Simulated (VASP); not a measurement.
# B3P (Cmcm) in VASP: single point with r2SCAN

Aim: the single point of B3P with r2SCAN.

Everything below comes from runs of VASP 6.6.1. Logs are shortened: lines on timing, memory, paths and dates and some standing lists are left out, and cuts for length are marked.

## Step 1: The cell of the first run

It takes space group Cmcm (No. 63, orthorhombic). Conventional cell: a = 2.836 Å, b = 16.721 Å, c = 2.841 Å, α = 90.00°, β = 90.00°, γ = 90.00°. P (site symmetry m2m) has 9 B at 2.07 to 2.17 Å within 2.7 Å. Within 2.7 Å of B (site symmetry m2m) lie 5 P at 2.07 to 2.09 Å and 8 B at 2.50 to 2.65 Å. B (site symmetry m2m) has 14 B at 2.01 to 2.84 Å and 2 P at 2.17 Å within 2.9 Å. B (site symmetry m2m) has 14 B at 2.01 to 2.84 Å and 2 P at 2.17 Å within 2.9 Å.

## Step 2: Single point, r2SCAN

POSCAR

```
B3P
1.0
    2.8355780000      0.0000000000      0.0000000000
    1.4177890000     -8.3604360000      0.0000000000
    0.0000000000      0.0000000000     -2.8412870000
P B
2 6
Direct
    0.1703800000      0.6592400000      0.7500000000
    0.8296200000      0.3407600000      0.2500000000
    0.2943200000      0.4113600000      0.7500000000
    0.7056800000      0.5886400000      0.2500000000
    0.4279200000      0.1441600000      0.2500000000
    0.5720800000      0.8558400000      0.7500000000
    0.0720500000      0.8559000000      0.2500000000
    0.9279500000      0.1441000000      0.7500000000
```

INCAR.step1

```
SYSTEM = B3P
PREC = Accurate
ENCUT = 520
ISMEAR = -1
SIGMA = 0.1
LREAL = .False.
LASPH = .True.
NELM = 80
NBANDS = 24
GGA = PE
ALGO = Normal
EDIFF = 1E-4
LWAVE = .True.
LCHARG = .False.
```

INCAR.step2

```
SYSTEM = B3P
PREC = Accurate
ENCUT = 520
EDIFF = 1E-6
ISMEAR = -1
SIGMA = 0.1
LREAL = .False.
LASPH = .True.
NELM = 80
ALGO = Normal
ISIF = 2
LWAVE = .False.
LCHARG = .True.
METAGGA = R2SCAN
LMIXTAU = .True.
LELF = .True.
LVHAR = .True.
NBANDS = 24
ISTART = 1
```

KPOINTS

```
Automatic mesh
0
Gamma
  7 7 7
  0 0 0
```

Potentials or basis: VASP PAW PBE potentials, release 64 (P, B).

Launch:

```sh
$ cat potpaw_PBE.64/P/POTCAR potpaw_PBE.64/B/POTCAR > POTCAR
$ cp INCAR.step1 INCAR
$ mpirun -np 1 vasp_std > vasp.out
$ cp INCAR.step2 INCAR
$ mpirun -np 1 vasp_std > vasp.out
```

OUTCAR:

```text
SYSTEM = B3P
   PREC = Accurate
   ENCUT = 520
   EDIFF = 1E-6
   ISMEAR = -1
   LREAL = .False.
   LASPH = .True.
   NELM = 80
   ISIF = 2
   METAGGA = R2SCAN
   ISTART = 1

 ion  position               nearest neighbor table
   1  0.170  0.659  0.750-   3 2.07   4 2.09   4 2.09   4 2.09   4 2.09   6 2.17   6 2.17   7 2.17
                             7 2.17
   2  0.830  0.341  0.250-   4 2.07   3 2.09   3 2.09   3 2.09   3 2.09   5 2.17   5 2.17   8 2.17
                             8 2.17
   3  0.294  0.411  0.750-   1 2.07   2 2.09   2 2.09   2 2.09   2 2.09
   4  0.706  0.589  0.250-   2 2.07   1 2.09   1 2.09   1 2.09   1 2.09
   5  0.428  0.144  0.250-   8 2.01   8 2.01   8 2.01   8 2.01   2 2.17   2 2.17
   6  0.572  0.856  0.750-   7 2.01   7 2.01   7 2.01   7 2.01   1 2.17   1 2.17
   7  0.072  0.856  0.250-   6 2.01   6 2.01   6 2.01   6 2.01   1 2.17   1 2.17
   8  0.928  0.144  0.750-   5 2.01   5 2.01   5 2.01   5 2.01   2 2.17   2 2.17

  LATTYP: Found a base centered orthorhombic cell.
 ALAT       =     2.8355780000
 B/A-ratio  =     5.8968125723
 C/A-ratio  =     1.0020133461

  Lattice vectors:

 A1 = (   1.4177890000,   8.3604360000,   0.0000000000)
 A2 = (   1.4177890000,  -8.3604360000,   0.0000000000)
 A3 = (   0.0000000000,   0.0000000000,  -2.8412870000)

Analysis of symmetry for initial positions (statically):
=====================================================================
 Subroutine PRICEL returns:
 Original cell was already a primitive cell.

 Routine SETGRP: Setting up the symmetry group for a
 base centered orthorhombic supercell.

 Subroutine GETGRP returns: Found  8 space group operations
 (whereof  4 operations were pure point group operations)
 out of a pool of  8 trial point group operations.

The static configuration has the point symmetry C_2h.
 The point group associated with its full space group is D_2h.

Analysis of symmetry for dynamics (positions and initial velocities):
=====================================================================
 Subroutine PRICEL returns:
 Original cell was already a primitive cell.

 Routine SETGRP: Setting up the symmetry group for a
 base centered orthorhombic supercell.

 Subroutine GETGRP returns: Found  8 space group operations
 (whereof  4 operations were pure point group operations)
 out of a pool of  8 trial point group operations.

The dynamic configuration has the point symmetry C_2h.
 The point group associated with its full space group is D_2h.

 Subroutine INISYM returns: Found  8 space group operations
 (whereof  4 operations are pure point group operations),
 and found     1 'primitive' translations

----------------------------------------------------------------------------------------

                                     Primitive cell

  volume of cell :      67.3574

  direct lattice vectors                    reciprocal lattice vectors
     2.835578000  0.000000000  0.000000000     0.352661785  0.059805493  0.000000000
     1.417789000 -8.360436000  0.000000000     0.000000000 -0.119610987  0.000000000
     0.000000000  0.000000000 -2.841287000     0.000000000  0.000000000 -0.351953182

  length of vectors
     2.835578000  8.479800455  2.841287000     0.357696844  0.119610987  0.351953182

  position of ions in fractional coordinates (direct lattice)
     0.170380000  0.659240000  0.750000000
     0.829620000  0.340760000  0.250000000
     0.294320000  0.411360000  0.750000000
     0.705680000  0.588640000  0.250000000
     0.427920000  0.144160000  0.250000000
     0.572080000  0.855840000  0.750000000
     0.072050000  0.855900000  0.250000000
     0.927950000  0.144100000  0.750000000

  ion indices of the primitive-cell ions
   primitive index   ion index
                 1           1
                 2           2
                 3           3
                 4           4
                 5           5
                 6           6
                 7           7
                 8           8

----------------------------------------------------------------------------------------

 KPOINTS: Automatic mesh

Automatic generation of k-mesh.
 Grid dimensions read from file:
 generate k-points for:    7    7    7

 Generating k-lattice:

  Cartesian coordinates                     Fractional coordinates (reciprocal lattice)
     0.050380255  0.008543642  0.000000000     0.142857143  0.000000000  0.000000000
     0.000000000 -0.017087284  0.000000000     0.000000000  0.142857143  0.000000000
     0.000000000  0.000000000 -0.050279026     0.000000000  0.000000000  0.142857143

  Length of vectors
     0.051099549  0.017087284  0.050279026

  Shift w.r.t. Gamma in fractional coordinates (k-lattice)
     0.000000000  0.000000000  0.000000000

 Subroutine IBZKPT returns following result:
 ===========================================

 Found     64 irreducible k-points:

 Following reciprocal coordinates:
            Coordinates               Weight
  0.000000  0.000000  0.000000      1.000000
  0.142857 -0.000000  0.000000      4.000000
  0.285714 -0.000000  0.000000      4.000000
  0.428571 -0.000000  0.000000      4.000000
  0.000000  0.142857  0.000000      2.000000
  0.285714  0.142857  0.000000      2.000000
[... 16 lines left out ...]
  0.428571  0.142857  0.142857      8.000000
 -0.428571  0.142857  0.142857      8.000000
 [... further k-points ...]
   k-points           NKPTS =     64   k-points in BZ     NKDIM =     64   number of bands    NBANDS=     24
   number of dos      NEDOS =    301   number of ions     NIONS =      8
   total plane-waves  NPLWV =  36864
   dimension x,y,z NGX =    24 NGY =   64 NGZ =   24
   dimension x,y,z NGXF=    48 NGYF=  128 NGZF=   48
   ions per type =               2   6
   NGX,Y,Z   is equivalent  to a cutoff of  14.07, 12.55, 14.04 a.u.
   NGXF,Y,Z  is equivalent  to a cutoff of  28.14, 25.09, 28.09 a.u.
 SYSTEM =  B3P
   PREC   = accura    normal or accurate (medium, high low for compatibility)
   ISTART =      1    job   : 0-new  1-cont  2-samecut
   ICHARG =      0    charge: 1-file 2-atom 10-const
   ISPIN  =      1    spin polarized calculation?
   LNONCOLLINEAR =      F non collinear calculations
   LSORBIT =      F    spin-orbit coupling
   LASPH  =      T    aspherical Exc in radial PAW
   ENCUT  =  520.0 eV  38.22 Ry    6.18 a.u.   5.27 15.77  5.28*2*pi/ulx,y,z
   NELM   =     80;   NELMIN=  2; NELMDL=  0     # of ELM steps
   EDIFF  = 0.1E-05   stopping-criterion for ELM
   LREAL  =      F    real-space projection
   EDIFFG = 0.1E-04   stopping-criterion for IOM
   NSW    =      0    number of steps for IOM
   IBRION =     -1    ionic relax: 0-MD 1-quasi-New 2-CG
   NFREE  =      0    steps in history (QN), initial steepest desc. (CG)
   ISIF   =      2    stress and relaxation
   ISYM   =      2    0-nonsym 1-usesym 2-fastsym
   POTIM  = 0.5000    time-step for ionic-motion
   TEBEG  =    0.0;   TEEND  =   0.0 temperature during run
   PSTRESS=    0.0 pullay stress
   NELECT =      28.0000    total number of electrons
   NUPDOWN=      -1.0000    fix difference up-down
   EMIN   =  10.00;   EMAX   =-10.00  energy-range for DOS
   EFERMI =   0.00;   METHOD = LEGACY
   ISMEAR =    -1;   SIGMA  =   0.10  broadening in eV -4-tet -1-fermi 0-gaus
   EFERMI_NEDOS =   21; number of points for ismear=-14 and -15
   IALGO  =     38    algorithm
   IMIX   =      4    mixing-type and parameters
     AMIX     =   0.40;   BMIX     =  1.00
     AMIX_MAG =   1.60;   BMIX_MAG =  1.00
  volume/ion in A,a.u.               =       8.42        56.82
  Fermi-wavevector in a.u.,A,eV,Ry     =   1.221797  2.308861 20.310604  1.492787
  Thomas-Fermi vector in A             =   2.356966
   LORBIT       =      0    0 simple, 1 ext, 2 COOP (PROOUT), +10 PAW based schemes
   METAGGA = R2SCAN    functional components
   LHFCALC =     F    Hartree Fock is set to
   AEXX    =    0.0000 exact exchange contribution
   IVDW    =     0    specifies the selected vdW correction
   LEPSILON=     F    determine dielectric tensor
   LRPA    =     F    only Hartree local field effects (RPA)
 non-spin polarized calculation
  energy-cutoff  :      520.00
  volume of cell :       67.36
 maximum number of plane-waves:      1832
 NGX is ok and might be reduce to    24
   NGX = 11   NGY = 31   NGZ = 11

 number of electron      27.9999998 magnetization

 Free energy of the ion-electron system (eV)
  ---------------------------------------------------
  ext. energy  EPLUGINS =         0.00000000
  ---------------------------------------------------
  free energy    TOTEN  =       -49.37251933 eV

  energy without entropy =      -49.27194418  energy(sigma->0) =      -49.32223176

 E-fermi :   9.1127     XC(G=0): -12.9254

 val. band max:        9.1096709950   @ k =   0.0000   0.2857   0.0000
 cond. band min:       9.1148791703   @ k =  -0.2857   0.2857   0.2857
 fundamental gap:      0.0052081753
 Fermi energy:         9.1127122862

 k-point     1 :       0.0000    0.0000    0.0000
  band No.  band energies     occupation
      1     -10.0024      2.00000
      2      -8.4804      2.00000
      3      -5.2725      2.00000
      4      -1.1142      2.00000
      5       0.0167      2.00000
      6       4.8094      2.00000
[... 16 lines left out ...]
     23      17.6505      0.00000
     24      17.8438      0.00000

 k-point     2 :       0.1429   -0.0000    0.0000
  band No.  band energies     occupation
      1      -9.6526      2.00000
      2      -8.1468      2.00000
      3      -4.9182      2.00000
      4      -1.0132      2.00000
      5       0.5628      2.00000
      6       2.5031      2.00000
[... 16 lines left out ...]
     23      17.1036      0.00000
     24      17.3631      0.00000
[... 565 lines left out ...]
     23      16.3128      0.00000
     24      17.0401      0.00000

 k-point    24 :      -0.4286    0.1429    0.1429
  band No.  band energies     occupation
      1      -6.6116      2.00000
      2      -5.6298      2.00000
      3      -3.3240      2.00000
      4      -2.2718      2.00000
      5      -1.3825      2.00000
      6      -0.1064      2.00000
[... 16 lines left out ...]
     23      16.3400      0.00000
     24      17.1093      0.00000

 [... further k-points ...]

------------------------ aborting loop because EDIFF is reached ----------------------------------------

  FORCE on cell =-STRESS in cart. coord.  units (eV):
  Direction    XX          YY          ZZ          XY          YZ          ZX
  --------------------------------------------------------------------------------------
  -------------------------------------------------------------------------------------
  Total       -0.5267585      6.6936623     -0.1436332      0.0000000      0.0000000      0.0000000
  in kB      -12.5295796    159.2167487     -3.4164880      0.0000000      0.0000000      0.0000000
  external PRESSURE =      47.7568937 kB  Pullay stress =       0.0000000 kB

 VOLUME and BASIS-vectors are now :
 -----------------------------------------------------------------------------
  energy-cutoff  :      520.00
  volume of cell :       67.36
      direct lattice vectors                 reciprocal lattice vectors
     2.835578000  0.000000000  0.000000000     0.352661785  0.059805493  0.000000000
     1.417789000 -8.360436000  0.000000000     0.000000000 -0.119610987  0.000000000
     0.000000000  0.000000000 -2.841287000     0.000000000  0.000000000 -0.351953182

 POSITION                                       TOTAL-FORCE (eV/Angst)
 -----------------------------------------------------------------------------------
      1.41779     -5.51153     -2.13097         0.000000      0.139000     -0.000000
      2.83558     -2.84890     -0.71032         0.000000     -0.139000      0.000000
      1.41779     -3.43915     -2.13097        -0.000000     -0.742059      0.000000
      2.83558     -4.92129     -0.71032         0.000000      0.742059      0.000000
      1.41779     -1.20524     -0.71032        -0.000000      0.634492      0.000000
      2.83558     -7.15520     -2.13097         0.000000     -0.634492      0.000000
      1.41779     -7.15570     -0.71032        -0.000000     -1.137784      0.000000
      2.83558     -1.20474     -2.13097         0.000000      1.137784      0.000000
 -----------------------------------------------------------------------------------
    total drift:                                0.000000     -0.000000      0.000000

  FREE ENERGIE OF THE ION-ELECTRON SYSTEM (eV)
  ---------------------------------------------------
  free  energy   TOTEN  =       -49.3725193334 eV

  energy  without entropy=      -49.2719441781  energy(sigma->0) =      -49.32223176
```

Wall time 3.5 min (1 thread of Intel Xeon Platinum 8259CL at 2.50GHz (Skylake/Cascade Lake), shared host); peak memory 0.23 GiB.

Results:

```
Free energy            : -49.3725 eV
Pressure               : 4.8 GPa
Largest force          : 1.138 eV/Å
Band gap on the k mesh : zero (bands 14 and 15 overlap by 4.32 eV)
```

Forces in eV/Å, atoms in the order of the input:
```
P    0.000  0.139  0.000
P    0.000 -0.139  0.000
B    0.000 -0.742  0.000
B    0.000  0.742  0.000
B    0.000  0.634  0.000
B    0.000 -0.634  0.000
B    0.000 -1.138  0.000
B    0.000  1.138  0.000
```

Levels at points of the mesh, in eV from the Fermi level:
```tsv
k point	band 10	band 11	band 12	band 13	band 14	band 15	band 16	band 17
(0.00, 0.00, 0.00)	-1.59	-1.02	-0.40	-0.27	0.12	0.90	1.32	1.49
```

Caveat: the cell stands under pressure; the PAW data sets were made with another functional, which shifts forces and pressure a little.
